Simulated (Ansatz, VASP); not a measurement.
MnS: VASP beside Ansatz

INCAR

```
PREC = Accurate
ENCUT = 520
EDIFF = 1E-6
ISMEAR = -1
SIGMA = 0.01
LREAL = F
LASPH = T
NELM = 150
ALGO = Normal
ISIF = 2
LWAVE = F
LCHARG = T
ISPIN = 2
MAGMOM = 5.2 0
LORBIT = 11
LMAXMIX = 4
GGA = PS
IVDW = 12
LELF = T
LVHAR = T
NBANDS = 20
```

KPOINTS

```
regular mesh
0
Gamma
  5 5 5
```

File POSCAR:

```
MnS
1.0
    0.0000000000      2.8000000000      2.8000000000
    2.8000000000      0.0000000000      2.8000000000
    2.8000000000      2.8000000000      0.0000000000
Mn S
1 1
Direct
    0.0000000000      0.0000000000      0.0400000000
    0.2500000000      0.2500000000      0.2500000000
```

Input for Ansatz:

```yaml
crystal:
  lattice:
    - [0.0, 2.8, 2.8]
    - [2.8, 0.0, 2.8]
    - [2.8, 2.8, 0.0]
  atoms:
    - { symbol: Mn, position: [0.0, 0.0, 0.04] }
    - { symbol: S, position: [0.25, 0.25, 0.25] }
accuracy: medium
basis:
  ecutwfc: 435.382179935808
kpoints:
  mp_grid:
    grid: [5, 5, 5]
hamiltonian:
  xc: pbesol
  dispersion: d3bj
magnetization:
  spin_polarized: true
  per_species:
    Mn: 5.2
scf:
  max_iter: 80
  mixing:
    algorithm: anderson
  occupations:
    method: fermi_dirac
    width: 0.01
output:
  forces: true
```

Alike in both runs: task single point; functional PBEsol; dispersion D3(BJ); k mesh 5 × 5 × 5; occupations fermi-dirac, width 0.01 eV; collinear spin.

```csv
,VASP,Ansatz
version,VASP 6.6.1,Ansatz 0.2.0
potentials or method,"VASP PAW PBE potentials, release 64 (Mn_pv, S), cutoff 520 eV","plane waves, PAW"
valence electrons in the cell,19,21
```

Ansatz gave:

* gap on the k mesh at the Fermi level (eV): none
* rms of the force components (eV/Å): 0.482
* net moment per atom (μB): 2.44
* size of the moment on the site where the two differ most (μB): 4.02

Problem. Estimate VASP's values.

Solution. gap on the k mesh at the Fermi level (eV): none; rms of the force components (eV/Å): 0.482; net moment per atom (μB): 2.44; size of the moment on the site where the two differ most (μB): 4.29.

VASP's potentials were made for PBE, not for PBEsol. Site moments also hang on the region over which each program counts them. Atom by atom the forces differ by 0.001 eV/Å (rms over components). A gap of «none» marks a metal or a gap that the smearing closes. VASP's potentials hold 19 valence electrons a cell and Ansatz's 21, so a difference there can come from the potentials and not from the codes. Ansatz's warnings: given moment on shells, stability check not made.

The k mesh is coarse, so the values compare programs but aren't converged.
